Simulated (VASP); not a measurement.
NaF, 4 atoms in the cell. Symmetry: P6_3/mmc, No. 194, hexagonal system. Conventional cell: a = 3.868 Å, b = 3.868 Å, c = 4.506 Å, α = 90.00°, β = 90.00°, γ = 120.00°. Within 3.0 Å of Na (site symmetry -6m2) lie 5 F at 2.23 to 2.25 Å. Within 3.0 Å of F (site symmetry -6m2) lie 5 Na at 2.23 to 2.25 Å.  This cell differs from its parent crystal: uniaxial z strain -1.0%.

```yaml
Program: VASP 6.6.1
Task: single point
Functional: PBE
Potentials_or_basis: VASP PAW PBE potentials, release 64 (Na_pv, F)
Cutoff: 520 eV
k_mesh: 12 × 12 × 6
Occupations: fermi-dirac, width 0.02 eV
Spin: no spin polarisation
Dipole_correction: no
Further_INCAR_settings: ALGO = Normal; EDIFF = 1e-06; NBANDS = 22
```

Potentials or basis: VASP PAW PBE potentials, release 64 (Na_pv, F).

Launch:

```bash
$ cat potpaw_PBE.64/Na_pv/POTCAR potpaw_PBE.64/F/POTCAR > POTCAR
$ mpirun -np 1 vasp_std > vasp.out
```

Hardware: 1 thread of Intel(R) Xeon(R) 6975P-C (Granite Rapids), with other jobs on the host.

How long does it take, and how much memory?

Wall time 34 s on 1 thread of Intel(R) Xeon(R) 6975P-C (Granite Rapids), with other jobs on the host, peak memory 0.21 GiB. Counts: scf iterations 13, k points 76.
